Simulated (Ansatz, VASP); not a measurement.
## As in VASP and in Ansatz

INCAR

```
PREC = Accurate
ENCUT = 600
EDIFF = 1E-7
ISMEAR = -1
SIGMA = 0.1
LREAL = False
LASPH = True
NELM = 80
ALGO = Normal
ISIF = 3
LWAVE = False
LCHARG = False
GGA = CA
IBRION = 2
NSW = 80
EDIFFG = -0.01
```

The input KPOINTS:

```
regular mesh
0
Gamma
  12 12 7
```

File POSCAR:

```
As
1.0
    2.9579811701      0.0000000000      0.0000000000
   -1.4789905850      2.5616868372      0.0000000000
    0.0000000000      0.0000000000      4.8303832507
As
2
Direct
    0.3333333333      0.6666666667      0.2500000000
    0.6666666667      0.3333333333      0.7500000000
```

Input for Ansatz:

```yaml
crystal:
  lattice:
    - [2.9579811701, 0.0, 0.0]
    - [-1.478990585, 2.5616868372, 0.0]
    - [0.0, 0.0, 4.8303832507]
  atoms:
    - { symbol: As, position: [0.3333333333, 0.6666666667, 0.25] }
    - { symbol: As, position: [0.6666666667, 0.3333333333, 0.75] }
hamiltonian:
  xc: lda
  pseudopotentials:
    kind: paw
    azcp:
      As: "pseudopotentials/As.paw.azcp"
basis:
  ecutwfc: 420
  fft_grid_basis: typed
kpoints:
  mp_grid: { grid: [12, 12, 7], shift: [0, 0, 0] }
magnetization:
  spin_polarized: false
scf:
  occupations: { method: fermi_dirac, width: 0.1 }
relax:
  max_steps: 60
  f_tol: 0.01
  cell: {}
```

Alike in both runs: task relaxation of cell and atoms; functional LDA; k mesh 12 × 12 × 7; occupations fermi-dirac, width 0.1 eV; no spin polarisation.

|  | VASP | Ansatz |
| --- | --- | --- |
| version | VASP 6.6.1 | Ansatz 0.2.0 |
| potentials or method | VASP PAW LDA potentials, release 64 (As), cutoff 600 eV | plane waves (420 eV) with PAW, scalar-relativistic |
| valence electrons in the cell | 10 | 30 |

Ansatz gave:

| Quantity | Value |
| --- | --- |
| relaxed volume (Å³/atom) | 18.08 |
| relaxed length of the cell vector where the two differ most in proportion (Å) | 4.597 |

Task: What did VASP give for the same quantities?

Result: Relaxed volume (Å³/atom): 18.14; relaxed length of the cell vector where the two differ most in proportion (Å): 4.602.

Ansatz warns that its potentials were made for another functional, while VASP's fit it. LDA's correlation is that of Perdew and Zunger in VASP and of Perdew and Wang (1992) in Ansatz. VASP's potentials hold 10 valence electrons a cell and Ansatz's 30, so a difference there can come from the potentials and not from the codes.
